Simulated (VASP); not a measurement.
Here is a VASP 6.6.1 calculation.

Contents of INCAR:

```
PREC = Accurate
ENCUT = 520
EDIFF = 1E-6
ISMEAR = -1
SIGMA = 0.05
LREAL = F
LASPH = T
NELM = 60
ALGO = Normal
ISIF = 2
LWAVE = F
LCHARG = F
GGA = PS
NBANDS = 30
```

KPOINTS

```
regular mesh
0
Gamma
  9 9 9
```

The input POSCAR:

```
Cu3Pd
1.0
    3.7949989251      0.0000000000      0.0000000000
    0.0000000000      3.7949989251      0.0000000000
    0.0000000000      0.0000000000      3.7949989251
Cu Pd
3 1
Direct
    0.0000000000      0.5000000000      0.5000000000
    0.5000000000      0.0000000000      0.5000000000
    0.5000000000      0.5000000000      0.0000000000
    0.0000000000      0.0000000000      0.0000000000
```

Potentials or basis: VASP PAW PBE potentials, release 64 (Cu, Pd).

Command:

```sh
$ cat potpaw_PBE.64/Cu/POTCAR potpaw_PBE.64/Pd/POTCAR > POTCAR
$ mpirun -np 1 vasp_std > vasp.out
```

Q: Estimate the pressure.

A: -14.3 GPa.

Caveat: the PAW data sets were made with another functional, which shifts forces and pressure a little.
